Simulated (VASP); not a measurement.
# AlN (pbe) (F-43m) in VASP: further runs

Runs on AlN (pbe). Level: PBE. Tasks: single point, relaxation of cell and atoms.

Everything below comes from runs of VASP 6.6.1. Logs are shortened: lines on timing, memory, paths and dates and some standing lists are left out, and cuts for length are marked.

### Step 1. The cell of the first run

The structure is cubic, space group F-43m (No. 216). The conventional cell has a = 4.403 Å, b = 4.403 Å, c = 4.403 Å, α = 90.00°, β = 90.00°, γ = 90.00°. Within 2.5 Å of Al (site symmetry -43m) lie 4 N at 1.91 Å. Within 2.5 Å of N (site symmetry -43m) lie 4 Al at 1.91 Å.

### Step 2. Single point, PBE

The input, INCAR:

```
  PREC = Accurate
  ENCUT = 600
  EDIFF = 1E-6
  ISMEAR = 0
  SIGMA = 0.02
  LREAL = False
  LASPH = True
  NELM = 120
  ALGO = Normal
  ISIF = 2
  LWAVE = False
  LCHARG = False
  GGA = PE
  NBANDS = 11
  GGA_COMPAT = False
```

The input, KPOINTS:

```
regular mesh
0
Gamma
  8 8 8
```

The input, POSCAR:

```
AlN
1.0
    0.0000000000      2.2012559908      2.2012559908
    2.2012559908      0.0000000000      2.2012559908
    2.2012559908      2.2012559908      0.0000000000
Al N
1 1
Direct
    0.0000000000      0.0000000000      0.0000000000
    0.2500000000      0.2500000000      0.2500000000
```

Potentials or basis: VASP PAW PBE potentials, release 64 (Al, N).

Started as:

```
$ cat potpaw_PBE.64/Al/POTCAR potpaw_PBE.64/N/POTCAR > POTCAR
$ mpirun -np 1 vasp_std > vasp.out
```

OUTCAR:

```text
PREC = Accurate
   ENCUT = 600
   EDIFF = 1E-6
   ISMEAR = 0
   LREAL = False
   LASPH = True
   NELM = 120
   ISIF = 2
   GGA = PE

 ion  position               nearest neighbor table
   1  0.000  0.000  0.000-   2 1.91   2 1.91   2 1.91   2 1.91
   2  0.250  0.250  0.250-   1 1.91   1 1.91   1 1.91   1 1.91

  LATTYP: Found a face centered cubic cell.
 ALAT       =     4.4025119816

  Lattice vectors:

 A1 = (   0.0000000000,   2.2012559908,   2.2012559908)
 A2 = (   2.2012559908,   0.0000000000,   2.2012559908)
 A3 = (   2.2012559908,   2.2012559908,   0.0000000000)

Analysis of symmetry for initial positions (statically):
=====================================================================
 Subroutine PRICEL returns:
 Original cell was already a primitive cell.

 Routine SETGRP: Setting up the symmetry group for a
 face centered cubic supercell.

 Subroutine GETGRP returns: Found 24 space group operations
 (whereof 24 operations were pure point group operations)
 out of a pool of 48 trial point group operations.

The static configuration has the point symmetry T_d .

Analysis of symmetry for dynamics (positions and initial velocities):
=====================================================================
 Subroutine PRICEL returns:
 Original cell was already a primitive cell.

 Routine SETGRP: Setting up the symmetry group for a
 face centered cubic supercell.

 Subroutine GETGRP returns: Found 24 space group operations
 (whereof 24 operations were pure point group operations)
 out of a pool of 48 trial point group operations.

The dynamic configuration has the point symmetry T_d .

 Subroutine INISYM returns: Found 24 space group operations
 (whereof 24 operations are pure point group operations),
 and found     1 'primitive' translations

----------------------------------------------------------------------------------------

                                     Primitive cell

  volume of cell :      21.3325

  direct lattice vectors                    reciprocal lattice vectors
     0.000000000  2.201255991  2.201255991    -0.227143050  0.227143050  0.227143050
     2.201255991  0.000000000  2.201255991     0.227143050 -0.227143050  0.227143050
     2.201255991  2.201255991  0.000000000     0.227143050  0.227143050 -0.227143050

  length of vectors
     3.113046076  3.113046076  3.113046076     0.393423304  0.393423304  0.393423304

  position of ions in fractional coordinates (direct lattice)
     0.000000000  0.000000000  0.000000000
     0.250000000  0.250000000  0.250000000

  ion indices of the primitive-cell ions
   primitive index   ion index
                 1           1
                 2           2

----------------------------------------------------------------------------------------

 KPOINTS: regular mesh

Automatic generation of k-mesh.
 Grid dimensions read from file:
 generate k-points for:    8    8    8

 Generating k-lattice:

  Cartesian coordinates                     Fractional coordinates (reciprocal lattice)
    -0.028392881  0.028392881  0.028392881     0.125000000  0.000000000  0.000000000
     0.028392881 -0.028392881  0.028392881     0.000000000  0.125000000  0.000000000
     0.028392881  0.028392881 -0.028392881     0.000000000  0.000000000  0.125000000

  Length of vectors
     0.049177913  0.049177913  0.049177913

  Shift w.r.t. Gamma in fractional coordinates (k-lattice)
     0.000000000  0.000000000  0.000000000

 Subroutine IBZKPT returns following result:
 ===========================================

 Found     29 irreducible k-points:

 Following reciprocal coordinates:
            Coordinates               Weight
  0.000000  0.000000  0.000000      1.000000
  0.125000  0.000000  0.000000      8.000000
  0.250000  0.000000  0.000000      8.000000
  0.375000  0.000000  0.000000      8.000000
  0.500000  0.000000  0.000000      4.000000
  0.125000  0.125000  0.000000      6.000000
[... 16 lines left out ...]
  0.500000  0.250000  0.125000     48.000000
 -0.375000  0.250000  0.125000     24.000000
 [... further k-points ...]
   k-points           NKPTS =     29   k-points in BZ     NKDIM =     29   number of bands    NBANDS=     11
   number of dos      NEDOS =    301   number of ions     NIONS =      2
   total plane-waves  NPLWV =  21952
   dimension x,y,z NGX =    28 NGY =   28 NGZ =   28
   dimension x,y,z NGXF=    56 NGYF=   56 NGZF=   56
   ions per type =               1   1
   NGX,Y,Z   is equivalent  to a cutoff of  14.95, 14.95, 14.95 a.u.
   NGXF,Y,Z  is equivalent  to a cutoff of  29.91, 29.91, 29.91 a.u.
 SYSTEM =  unknown system
   PREC   = accura    normal or accurate (medium, high low for compatibility)
   ISTART =      0    job   : 0-new  1-cont  2-samecut
   ICHARG =      2    charge: 1-file 2-atom 10-const
   ISPIN  =      1    spin polarized calculation?
   LNONCOLLINEAR =      F non collinear calculations
   LSORBIT =      F    spin-orbit coupling
   LASPH  =      T    aspherical Exc in radial PAW
   ENCUT  =  600.0 eV  44.10 Ry    6.64 a.u.   6.22  6.22  6.22*2*pi/ulx,y,z
   NELM   =    120;   NELMIN=  2; NELMDL= -5     # of ELM steps
   EDIFF  = 0.1E-05   stopping-criterion for ELM
   LREAL  =      F    real-space projection
[... 7 lines left out ...]
   TEBEG  =    0.0;   TEEND  =   0.0 temperature during run
   PSTRESS=    0.0 pullay stress
   NELECT =       8.0000    total number of electrons
   NUPDOWN=      -1.0000    fix difference up-down
   EMIN   =  10.00;   EMAX   =-10.00  energy-range for DOS
   EFERMI =   0.00;   METHOD = LEGACY
   ISMEAR =     0;   SIGMA  =   0.02  broadening in eV -4-tet -1-fermi 0-gaus
   EFERMI_NEDOS =   21; number of points for ismear=-14 and -15
   IALGO  =     38    algorithm
   IMIX   =      4    mixing-type and parameters
     AMIX     =   0.40;   BMIX     =  1.00
     AMIX_MAG =   1.60;   BMIX_MAG =  1.00
  volume/ion in A,a.u.               =      10.67        71.98
  Fermi-wavevector in a.u.,A,eV,Ry     =   1.180568  2.230950 18.962989  1.393740
  Thomas-Fermi vector in A             =   2.316858
   LORBIT       =      0    0 simple, 1 ext, 2 COOP (PROOUT), +10 PAW based schemes
   GGA     = PE    functional components
   LHFCALC =     F    Hartree Fock is set to
   AEXX    =    0.0000 exact exchange contribution
   IVDW    =     0    specifies the selected vdW correction
   LEPSILON=     F    determine dielectric tensor
   LRPA    =     F    only Hartree local field effects (RPA)
 non-spin polarized calculation
 Gauss-broadening in eV      SIGMA  =   0.02
  energy-cutoff  :      600.00
  volume of cell :       21.33
 maximum number of plane-waves:       725
 NGX is ok and might be reduce to    28
   NGX = 13   NGY = 13   NGZ = 13

 number of electron       8.0000000 magnetization

 Free energy of the ion-electron system (eV)
  ---------------------------------------------------
  ext. energy  EPLUGINS =         0.00000000
  ---------------------------------------------------
  free energy    TOTEN  =       -14.84882557 eV

  energy without entropy =      -14.84882557  energy(sigma->0) =      -14.84882557

 E-fermi :   5.8722     XC(G=0): -10.8312

 val. band max:        5.7493005685   @ k =   0.0000   0.0000   0.0000
 cond. band min:       9.0545082744   @ k =   0.5000   0.5000   0.0000
 fundamental gap:      3.3052077059
 Fermi energy:         5.8722228920

 k-point     1 :       0.0000    0.0000    0.0000
  band No.  band energies     occupation
      1      -9.0966      2.00000
      2       5.7493      2.00000
      3       5.7493      2.00000
      4       5.7493      2.00000
      5       9.7377      0.00000
      6      18.0773      0.00000
      7      18.0773      0.00000
      8      18.0773      0.00000
      9      23.2491      0.00000
     10      23.2491      0.00000
     11      24.6055      0.00000

 k-point     2 :       0.1250    0.0000    0.0000
  band No.  band energies     occupation
      1      -8.8757      2.00000
      2       4.5728      2.00000
      3       5.6711      2.00000
      4       5.6711      2.00000
      5      10.6869      0.00000
      6      17.5065      0.00000
      7      18.2475      0.00000
      8      18.2475      0.00000
      9      21.7323      0.00000
     10      21.7323      0.00000
     11      23.5685      0.00000

 k-point     3 :       0.2500    0.0000    0.0000
  band No.  band energies     occupation
      1      -8.2711      2.00000
      2       2.5244      2.00000
      3       5.4951      2.00000
      4       5.4951      2.00000
      5      12.0042      0.00000
      6      16.5063      0.00000
      7      17.8822      0.00000
      8      17.8822      0.00000
      9      21.8230      0.00000
     10      21.8230      0.00000
     11      22.7476      0.00000

 k-point     4 :       0.3750    0.0000    0.0000
  band No.  band energies     occupation
      1      -7.5106      2.00000
      2       0.7456      2.00000
      3       5.3346      2.00000
      4       5.3346      2.00000
      5      12.7222      0.00000
      6      15.7467      0.00000
      7      17.0759      0.00000
      8      17.0759      0.00000
      9      22.9964      0.00000
     10      23.7939      0.00000
     11      23.7939      0.00000
[... 239 lines left out ...]
 k-point    22 :       0.3750    0.2500    0.1250
  band No.  band energies     occupation
      1      -7.7860      2.00000
      2       2.2224      2.00000
      3       4.2948      2.00000
      4       5.1526      2.00000
      5      12.4224      0.00000
      6      16.0456      0.00000
      7      16.4316      0.00000
      8      18.8179      0.00000
      9      20.1686      0.00000
     10      24.6045      0.00000
     11      27.1067      0.00000

 k-point    23 :       0.5000    0.2500    0.1250
  band No.  band energies     occupation
      1      -7.1317      2.00000
      2       1.1940      2.00000
      3       3.7090      2.00000
      4       4.8304      2.00000
      5      12.7012      0.00000
      6      15.1836      0.00000
      7      17.0511      0.00000
      8      18.4362      0.00000
      9      21.5338      0.00000
     10      25.0970      0.00000
     11      27.2020      0.00000

 k-point    24 :      -0.3750    0.2500    0.1250
  band No.  band energies     occupation
      1      -6.8086      2.00000
      2       0.6930      2.00000
      3       3.5546      2.00000
      4       4.6477      2.00000
      5      12.7746      0.00000
      6      14.7930      0.00000
      7      17.6851      0.00000
      8      18.2292      0.00000
      9      22.6242      0.00000
     10      24.2578      0.00000
     11      27.4564      0.00000

 [... further k-points ...]
[... 5 lines left out ...]
  --------------------------------------------------------------------------------------
  -------------------------------------------------------------------------------------
  Total       -0.0428012     -0.0428012     -0.0428012      0.0000000      0.0000000     -0.0000000
  in kB       -3.2145853     -3.2145853     -3.2145853      0.0000000      0.0000000     -0.0000000
  external PRESSURE =      -3.2145853 kB  Pullay stress =       0.0000000 kB

 VOLUME and BASIS-vectors are now :
 -----------------------------------------------------------------------------
  energy-cutoff  :      600.00
  volume of cell :       21.33
      direct lattice vectors                 reciprocal lattice vectors
     0.000000000  2.201255991  2.201255991    -0.227143050  0.227143050  0.227143050
     2.201255991  0.000000000  2.201255991     0.227143050 -0.227143050  0.227143050
     2.201255991  2.201255991  0.000000000     0.227143050  0.227143050 -0.227143050

 POSITION                                       TOTAL-FORCE (eV/Angst)
 -----------------------------------------------------------------------------------
      0.00000      0.00000      0.00000        -0.000000      0.000000     -0.000000
      1.10063      1.10063      1.10063         0.000000     -0.000000      0.000000
 -----------------------------------------------------------------------------------
    total drift:                                0.000000      0.000000      0.000000

  FREE ENERGIE OF THE ION-ELECTRON SYSTEM (eV)
  ---------------------------------------------------
  free  energy   TOTEN  =       -14.8488255652 eV

  energy  without entropy=      -14.8488255652  energy(sigma->0) =      -14.84882557
```

It took 9.3 s on 1 thread of Intel Xeon Platinum 8488C (Sapphire Rapids), shared host; peak memory 0.15 GiB.

What came out:

```
Free energy            : -14.8488 eV
Pressure               : -0.3 GPa
Band gap on the k mesh : 3.31 eV, indirect (least direct gap 3.99 eV)
```

Levels at points of the mesh, in eV from the valence-band top:
```tsv
k point	band 1	band 2	band 3	band 4	band 5	band 6	band 7	band 8
(0.00, 0.00, 0.00)	-14.85	0.00	0.00	0.00	3.99	12.33	12.33	12.33
(0.50, 0.00, 0.00)	-12.87	-5.76	-0.48	-0.48	7.17	9.70	11.00	11.00
(0.50, 0.50, 0.00)	-12.25	-4.83	-1.75	-1.75	3.31	8.47	13.64	15.44
```

(Continued in part 2 of 2.)
